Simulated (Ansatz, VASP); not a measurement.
**One calculation of Ti, two programs**

```
Ti
1.0
     2.90048    0.00000    0.00000
    -1.45024    2.51189    0.00000
     0.00000    0.00000    4.59092
Ti
2
Direct
  0.33333 0.66667 0.25000
  0.66667 0.33333 0.75000
```

Alike in both runs: functional PBEsol; k mesh 18 × 18 × 10; occupations gaussian, width 0.1 eV; no spin polarisation.

Ansatz relaxed the structure, and its values are those at the end. VASP's run is a single point on that final structure, the one shown.

```csv
,VASP,Ansatz
version,VASP 6.6.1,Ansatz 0.2.0
potentials or method,"VASP PAW PBE potentials, release 64 (Ti_sv), cutoff 520 eV","scalar-relativistic, plane waves, PAW"
valence electrons in the cell,24,24
```

|  | VASP | Ansatz | Ansatz less VASP |
| --- | --- | --- | --- |
| gap on the k mesh at the Fermi level (eV) | none | none | - |
| pressure (GPa) | -0.4 | 0.0 | +0.36 |

VASP's potentials were made for PBE, not for PBEsol. A gap of «none» marks a metal or a gap that the smearing closes. The functional is the same, so the differences come from potentials, cutoffs and numerics.
